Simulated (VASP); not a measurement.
A run of VASP 6.6.1 is set up as follows.

POSCAR

```
LiH
1.0
    2.0023268344      2.0023268344      0.0000000000
   -2.0023268344      2.0023268344      0.0000000000
    0.0000000000      2.0023268344      2.0023268344
Li H
1 1
Direct
    0.0000000000      0.0000000000      0.0000000000
    0.5000000000      0.5000000000      0.0000000000
```

File INCAR.step1:

```
SYSTEM = LiH
PREC     = Accurate       ! precision mode
ENCUT    = 600            ! plane-wave cutoff, eV
ISMEAR   = 0              ! smearing method
SIGMA    = 0.01           ! smearing width, eV
LREAL    = .False.        ! projectors in reciprocal space
LASPH    = .True.         ! aspherical terms in the spheres
NELM     = 60             ! most SCF steps
GGA      = PE             ! functional
ALGO     = Normal         ! electronic algorithm
EDIFF    = 1E-4           ! SCF threshold, eV
LWAVE    = .True.         ! write WAVECAR
LCHARG   = .False.        ! write CHGCAR
```

File INCAR.step2:

```
SYSTEM = LiH
PREC     = Accurate       ! precision mode
ENCUT    = 600            ! plane-wave cutoff, eV
EDIFF    = 1E-7           ! SCF threshold, eV
ISMEAR   = 0              ! smearing method
SIGMA    = 0.01           ! smearing width, eV
LREAL    = .False.        ! projectors in reciprocal space
LASPH    = .True.         ! aspherical terms in the spheres
NELM     = 60             ! most SCF steps
ALGO     = Normal         ! electronic algorithm
ISIF     = 3              ! what is computed and relaxed
LWAVE    = .False.        ! write WAVECAR
LCHARG   = .False.        ! write CHGCAR
METAGGA  = R2SCAN         ! meta-GGA
LMIXTAU  = .True.       
IBRION   = 2              ! ionic algorithm
NSW      = 100            ! ionic steps
EDIFFG   = -0.002         ! ionic threshold
PSTRESS  = 40.0         
ISTART   = 1
```

The input KPOINTS:

```
Automatic mesh
0
Gamma
  10 10 10
  0 0 0
```

Potentials or basis: VASP PAW PBE potentials, release 64 (Li_sv, H).

The run is started by

```sh
$ cat potpaw_PBE.64/Li_sv/POTCAR potpaw_PBE.64/H/POTCAR > POTCAR
$ cp INCAR.step1 INCAR
$ mpirun -np 1 vasp_std > vasp.out
$ cp INCAR.step2 INCAR
$ mpirun -np 1 vasp_std > vasp.out
```

**Question.** Predict the space group after relaxing (to 0.1 Å).

**Answer.** Fm-3m (No. 225).

**Question.** Estimate the band gap on the k mesh.

**Answer.** 3.51 eV.

Step by step:
```csv
step,energy change (eV),largest force (eV/Å),pressure (GPa),volume (Å³)
1,0.0000,0.0000,-0.37,16.06
2,0.0008,0.0000,0.89,15.55
3,0.0148,0.0000,3.69,14.62
4,0.0172,0.0000,4.01,14.53
```

Caveat: the cutoff is under 1.25 times the usual one of these potentials, so pressure, stress and relaxed cells hold a basis-set (Pulay) error; the cell is relaxed towards a set pressure, so the run minimises the enthalpy, not the energy; the PAW data sets were made with another functional, which shifts forces and pressure a little. A k mesh can miss the band edges.
